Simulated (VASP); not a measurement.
Wanted: the native input for a VASP 6.6.1 run.

```
Task                   : single point
Functional             : r2SCAN
Potentials or basis    : VASP PAW PBE potentials, release 64 (Cd, S)
Cutoff                 : 520 eV
k mesh                 : 8 × 8 × 8
Occupations            : gaussian, width 0.05 eV
Spin                   : no spin polarisation
Dipole correction      : no
Further INCAR settings : ALGO = Normal; EDIFF = 1e-07; NBANDS = 16
```

Crystal: CdS.

```
Cd S
1.0
     0.00000    2.79508    2.79508
     2.79508    0.00000    2.79508
     2.79508    2.79508    0.00000
Cd S
1 1
Cartesian
  0.0000 0.0000 0.0000
  2.7951 2.7951 2.7951
```

One way to write it, as run:

POSCAR

```
CdS
1.0
    0.0000000000      2.7950788809      2.7950788809
    2.7950788809      0.0000000000      2.7950788809
    2.7950788809      2.7950788809      0.0000000000
Cd S
1 1
Direct
    0.0000000000      0.0000000000      0.0000000000
    0.5000000000      0.5000000000      0.5000000000
```

INCAR.step1

```
SYSTEM = CdS
  PREC = Accurate
  ENCUT = 520
  ISMEAR = 0
  SIGMA = 0.05
  LREAL = .False.
  LASPH = .True.
  NELM = 100
  NBANDS = 16
  GGA = PE
  ALGO = Normal
  EDIFF = 1E-4
  LWAVE = .True.
  LCHARG = .False.
```

INCAR.step2

```
SYSTEM = CdS
  PREC = Accurate
  ENCUT = 520
  EDIFF = 1E-7
  ISMEAR = 0
  SIGMA = 0.05
  LREAL = .False.
  LASPH = .True.
  NELM = 100
  ALGO = Normal
  ISIF = 2
  LWAVE = .False.
  LCHARG = .False.
  METAGGA = R2SCAN
  LMIXTAU = .True.
  NBANDS = 16
  ISTART = 1
```

KPOINTS

```
regular mesh
0
Gamma
  8 8 8
  0 0 0
```

Potentials or basis: VASP PAW PBE potentials, release 64 (Cd, S).

Launch:

```sh
$ cat potpaw_PBE.64/Cd/POTCAR potpaw_PBE.64/S/POTCAR > POTCAR
$ cp INCAR.step1 INCAR
$ mpirun -np 1 vasp_std > vasp.out
$ cp INCAR.step2 INCAR
$ mpirun -np 1 vasp_std > vasp.out
```

It gave:

| Quantity | Value |
| --- | --- |
| Pressure | -4.8 GPa |
| Band gap on the k mesh | 0.72 eV, indirect (least direct gap 1.85 eV) |

Caveat: the PAW data sets were made with another functional, which shifts forces and pressure a little.

It took 77 s on 1 thread of Intel(R) Xeon(R) Platinum 8375C CPU @ 2.90GHz (Ice Lake), with other jobs on the host, peak memory 0.17 GiB.
